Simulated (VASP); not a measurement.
Here is a VASP 6.6.1 calculation.

File INCAR:

```
PREC     = Accurate       # precision mode
ENCUT    = 600            # plane-wave cutoff, eV
EDIFF    = 1E-6           # SCF threshold, eV
ISMEAR   = 0              # smearing method
SIGMA    = 0.1            # smearing width, eV
LREAL    = F              # projectors in reciprocal space
LASPH    = T              # aspherical terms in the spheres
NELM     = 100            # most SCF steps
ALGO     = Normal         # electronic algorithm
ISIF     = 3              # what is computed and relaxed
LWAVE    = F              # write WAVECAR
LCHARG   = F              # write CHGCAR
GGA      = PS             # functional
IVDW     = 12             # dispersion correction
IBRION   = 2              # ionic algorithm
NSW      = 50             # ionic steps
EDIFFG   = -0.003         # ionic threshold
PSTRESS  = 2000.0
```

The input KPOINTS:

```
regular mesh
0
Gamma
  21 21 21
```

The input POSCAR:

```
P
1.0
    1.1035755020      0.6371496131      3.5856794311
   -1.1035755020      0.6371496131      3.5856794311
    0.0000000000     -1.2742992263      3.5856794311
P
2
Direct
    0.2500000000      0.2500000000      0.2500000000
    0.7500000000      0.7500000000      0.7500000000
```

Potentials or basis: VASP PAW PBE potentials, release 64 (P).

Command:

```sh
$ cat potpaw_PBE.64/P/POTCAR > POTCAR
$ mpirun -np 1 vasp_std > vasp.out
```

Problem. What does it give for the relaxed cell?

Solution. a = 3.763 Å, b = 3.763 Å, c = 3.763 Å, α = 34.11°, β = 34.11°, γ = 34.11°.

Problem. Estimate the band gap on the k mesh.

Solution. Zero (bands 5 and 6 overlap by 15.49 eV).

Problem. What does it give for the dispersion energy per atom?

Solution. -0.768 eV.

Problem. What does it give for the space group after relaxing (to 0.1 Å)?

Solution. Fm-3m (No. 225).

Final structure:
```xyz
2
Lattice="1.1037 0.6372 3.5406 -1.1037 0.6372 3.5406 0.0000 -1.2744 3.5406" Properties=species:S:1:pos:R:3 pbc="T T T"
P     0.0000    0.0000    2.6555
P     0.0000    0.0000    7.9664
```

Caveat: the cell is relaxed towards a set pressure, so the run minimises the enthalpy, not the energy.
